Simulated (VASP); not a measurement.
Input of a VASP 6.6.1 run:

File POSCAR:

```
NaCl
1.0
    0.0000000000      2.8317500000      3.0582900000
    2.8317500000      0.0000000000      3.0582900000
    2.8317500000      2.8317500000      0.0000000000
Na Cl
1 1
Direct
    0.0000000000      0.0000000000      0.0000000000
    0.5000000000      0.5000000000      0.5000000000
```

File INCAR.step1:

```
SYSTEM = NaCl
PREC = Accurate ; ENCUT = 520
ISMEAR = 0 ; SIGMA = 0.05
LREAL = .False. ; LASPH = .True.
NELM = 100 ; NBANDS = 14
GGA = PE ; ALGO = Normal
EDIFF = 1E-4 ; LWAVE = .True.
LCHARG = .False.
```

File INCAR.step2:

```
SYSTEM = NaCl
PREC = Accurate ; ENCUT = 520
EDIFF = 1E-7 ; ISMEAR = 0
SIGMA = 0.05 ; LREAL = .False.
LASPH = .True. ; NELM = 100
ALGO = Normal ; ISIF = 2
LWAVE = .False. ; LCHARG = .False.
METAGGA = R2SCAN ; LMIXTAU = .True.
NBANDS = 14 ; ISTART = 1
```

The input KPOINTS:

```
regular mesh
0
Gamma
  8 8 8
  0 0 0
```

Potentials or basis: VASP PAW PBE potentials, release 64 (Na_pv, Cl).

Run with:

```bash
$ cat potpaw_PBE.64/Na_pv/POTCAR potpaw_PBE.64/Cl/POTCAR > POTCAR
$ cp INCAR.step1 INCAR
$ mpirun -np 1 vasp_std > vasp.out
$ cp INCAR.step2 INCAR
$ mpirun -np 1 vasp_std > vasp.out
```

Problem. What does it give for the band gap on the k mesh?

Solution. 5.55 eV.

Problem. Predict the pressure.

Solution. -2.2 GPa.

Stress tensor (GPa, compression positive):
```
-1.67  0.00  0.00
 0.00 -1.67  0.00
 0.00  0.00 -3.21
```

Caveat: the cell differs from its parent crystal (strain +0.000 along x and y, +0.080 along z); the PAW data sets were made with another functional, which shifts forces and pressure a little. A k mesh can miss the band edges.
